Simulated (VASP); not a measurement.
Wanted: the native input for a VASP 6.6.1 run.

```yaml
Task: relaxation of cell and atoms
Functional: PBEsol
Potentials_or_basis: VASP PAW PBE potentials, release 64 (Rb_sv, Cl)
Cutoff: 500 eV
k_mesh: 12 × 12 × 12
Occupations: fermi-dirac, width 0.08 eV
Spin: no spin polarisation
Dipole_correction: no
Further_INCAR_settings: ALGO = Normal; EDIFF = 1e-07; IBRION = 2; EDIFFG = -0.002; NSW = 100; ISIF = 3
```

The structure of RbCl lies in POSCAR:

```
RbCl
1.0
    0.0000000000      3.2740000000      3.2740000000
    3.2740000000      0.0000000000      3.2740000000
    3.2740000000      3.2740000000      0.0000000000
Rb Cl
1 1
Direct
    0.0000000000      0.0000000000      0.0000000000
    0.5000000000      0.5000000000      0.5000000000
```

The input as run:

INCAR

```
SYSTEM = RbCl
  PREC = Accurate
  ENCUT = 500
  EDIFF = 1E-7
  ISMEAR = -1
  SIGMA = 0.08
  LREAL = .False.
  LASPH = .True.
  NELM = 120
  ALGO = Normal
  ISIF = 3
  LWAVE = .False.
  LCHARG = .False.
  GGA = PS
  IBRION = 2
  NSW = 100
  EDIFFG = -0.002
  GGA_COMPAT = .False.
  NELMIN = 4
```

KPOINTS

```
regular mesh
0
Gamma
  12 12 12
  0 0 0
```

Potentials or basis: VASP PAW PBE potentials, release 64 (Rb_sv, Cl).

Launch:

```bash
$ cat potpaw_PBE.64/Rb_sv/POTCAR potpaw_PBE.64/Cl/POTCAR > POTCAR
$ mpirun -np 1 vasp_std > vasp.out
```

It gave:

The relaxed volume is 35.05 Å³/atom, the relaxed cell is a = 4.628 Å, b = 4.628 Å, c = 4.628 Å, α = 60.00°, β = 60.00°, γ = 60.00° and the space group after relaxing (to 0.1 Å) is Fm-3m (No. 225). The energy gained by relaxing is 0.0 meV/atom and the ionic steps are 3. The pressure after relaxing is 0.0 GPa and the band gap on the k mesh is 4.89 eV.

Caveat: the PAW data sets were made with another functional, which shifts forces and pressure a little.

Wall time 2.1 min on 1 thread of Intel Xeon 8259CL, with other jobs on the host, peak memory 0.25 GiB.
